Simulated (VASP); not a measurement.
PbS:

```xyz
2
Lattice="0.0000 2.9451 2.9451 2.9451 0.0000 2.9451 2.9451 2.9451 0.0000" Properties=species:S:1:pos:R:3 pbc="T T T"
Pb    0.0000    0.0000    0.0000
S     2.9451    2.9451    2.9451
```

Program: VASP 6.6.1. Alike in all runs: task single point; no spin polarisation; cell as given; k mesh 8 × 8 × 8; cutoff (eV) 520; smearing fermi-dirac 0.06 eV.

Problem. Order these runs on this cell by their pressure, lowest first.
A. level PBEsol; potentials or basis VASP PAW PBE potentials, release 64 (Pb_d, S)
B. level PBE; potentials or basis VASP PAW PBE potentials, release 64 (Pb_d, S)
C. level LDA; potentials or basis VASP PAW LDA potentials, release 64 (Pb_d, S)

Solution. C (-1.4 GPa), A (0.3 GPa), B (3.5 GPa).

Caveats: the PAW data sets were made with another functional, which shifts forces and pressure a little (some runs).
